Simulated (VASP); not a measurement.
Input of a VASP 6.6.1 run:

File INCAR:

```
SYSTEM = CdS
ALGO = Normal
EDIFF = 1E-6
ENCUT = 500
GGA = CA
GGA_COMPAT = .False.
ISIF = 2
ISMEAR = 0
LASPH = .True.
LCHARG = .False.
LREAL = .False.
LWAVE = .False.
NBANDS = 16
NELM = 120
PREC = Accurate
SIGMA = 0.02
```

File KPOINTS:

```
k-points
0
Gamma
  8 8 8
  0 0 0
```

The input POSCAR:

```
CdS
1.0
    0.0000000000      2.8782482513      2.8782482513
    2.8782482513      0.0000000000      2.8782482513
    2.8782482513      2.8782482513      0.0000000000
Cd S
1 1
Direct
    0.0000000000      0.0000000000      0.0000000000
    0.2500000000      0.2500000000      0.2500000000
```

Potentials or basis: VASP PAW LDA potentials, release 64 (Cd, S).

Command:

```bash
$ cat potpaw_LDA.64/Cd/POTCAR potpaw_LDA.64/S/POTCAR > POTCAR
$ mpirun -np 1 vasp_std > vasp.out
```

Task: Predict the pressure.

Result: 0.6 GPa.

Task: Estimate the band gap on the k mesh.

Result: 0.98 eV.
